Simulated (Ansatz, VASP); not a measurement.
WS2: VASP beside Ansatz

```
W S
1.0
     3.14588    0.00000    0.00000
    -1.57294    2.72441    0.00000
     0.00000    0.00000   23.56746
W S
2 4
Direct
  0.33333 0.66667 0.63458
  0.66667 0.33333 0.36542
  0.33333 0.66667 0.29895
  0.66667 0.33333 0.56805
  0.33333 0.66667 0.43195
  0.66667 0.33333 0.70105
```

Alike in both runs: functional PBEsol; k mesh 12 × 12 × 2; occupations gaussian, width 0.02 eV; no spin polarisation.

Ansatz relaxed the structure, and its values are those at the end. VASP's run is a single point on that final structure, the one shown.

```csv
,VASP,Ansatz
version,VASP 6.6.1,Ansatz 0.2.0
potentials or method,"VASP PAW PBE potentials, release 64 (W_sv, S), cutoff 520 eV","scalar-relativistic, plane waves, PAW"
valence electrons in the cell,52,52
```

VASP gave:

- gap on the k mesh at the Fermi level (eV): 1.54
- least direct gap on the mesh (eV): 1.91
- rms of the force components (eV/Å): 0.010

Task: Estimate Ansatz's values.

Result: gap on the k mesh at the Fermi level (eV): 1.52; least direct gap on the mesh (eV): 1.90; rms of the force components (eV/Å): 0.001.

VASP's potentials were made for PBE, not for PBEsol. Ansatz's warnings: xc potential rough in thin density.

Neither program's run includes spin-orbit coupling.
